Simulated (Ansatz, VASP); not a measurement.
**One calculation of Al, two programs**

The input POSCAR:

```
Al
1.0
   -1.6581433186      1.6581433186      1.4668190896
    1.6581433186     -1.6581433186      1.4668190896
    1.6581433186      1.6581433186     -1.4668190896
Al
1
Direct
    0.0000000000      0.0000000000      0.0000000000
```

Contents of INCAR.step1:

```
SYSTEM = Al
PREC     = Accurate       ! precision mode
ENCUT    = 520            ! plane-wave cutoff, eV
ISMEAR   = 0              ! smearing method
SIGMA    = 0.15           ! smearing width, eV
LREAL    = .False.        ! projectors in reciprocal space
LASPH    = .True.         ! aspherical terms in the spheres
NELM     = 100            ! most SCF steps
NBANDS   = 8              ! bands
GGA      = PE             ! functional
ALGO     = Normal         ! electronic algorithm
EDIFF    = 1E-4           ! SCF threshold, eV
LWAVE    = .True.         ! write WAVECAR
LCHARG   = .False.        ! write CHGCAR
```

File INCAR.step2:

```
SYSTEM = Al
PREC     = Accurate       ! precision mode
ENCUT    = 520            ! plane-wave cutoff, eV
EDIFF    = 1E-7           ! SCF threshold, eV
ISMEAR   = 0              ! smearing method
SIGMA    = 0.15           ! smearing width, eV
LREAL    = .False.        ! projectors in reciprocal space
LASPH    = .True.         ! aspherical terms in the spheres
NELM     = 100            ! most SCF steps
ALGO     = Normal         ! electronic algorithm
ISIF     = 2              ! what is computed and relaxed
LWAVE    = .False.        ! write WAVECAR
LCHARG   = .False.        ! write CHGCAR
METAGGA  = R2SCAN         ! meta-GGA
LMIXTAU  = .True.       
NBANDS   = 8              ! bands
ISTART   = 1
```

The input KPOINTS:

```
Automatic mesh
0
Gamma
  26 26 26
  0 0 0
```

Input for Ansatz:

```yaml
crystal:
  lattice:
    - [-1.6581433186, 1.6581433186, 1.4668190896]
    - [1.6581433186, -1.6581433186, 1.4668190896]
    - [1.6581433186, 1.6581433186, -1.4668190896]
  atoms:
    - { symbol: Al, position: [0.0, 0.0, 0.0] }
basis:
  ecutwfc: 500
kpoints:
  mp_grid: { grid: [26, 26, 26] }
hamiltonian:
  xc: r2scan
scf:
  occupations: { method: gaussian, width: 0.15 }
output:
  forces: true
  stress: true
  eigenvalues: true
```

Change from the starting cell: strain +0.040 along x and y, -0.080 along z, atoms carried along.

Alike in both runs: task single point; functional r2SCAN; k mesh 26 × 26 × 26; occupations gaussian, width 0.15 eV; no spin polarisation.

```csv
,VASP,Ansatz
version,VASP 6.6.1,Ansatz 0.2.0
potentials or method,"VASP PAW PBE potentials, release 64 (Al), cutoff 520 eV","scalar-relativistic, plane waves, PAW"
valence electrons in the cell,3,3
```

```csv
,VASP,Ansatz,Ansatz less VASP
gap on the k mesh at the Fermi level (eV),none,none,-
pressure (GPa),0.2,0.5,+0.31
"traceless stress, the component that is largest in VASP (GPa)",-1.54,-1.53,+0.012
```

VASP's potentials were made for PBE, not for r2SCAN. A gap of «none» marks a metal or a gap that the smearing closes. The functional is the same, so the differences come from potentials, cutoffs and numerics.
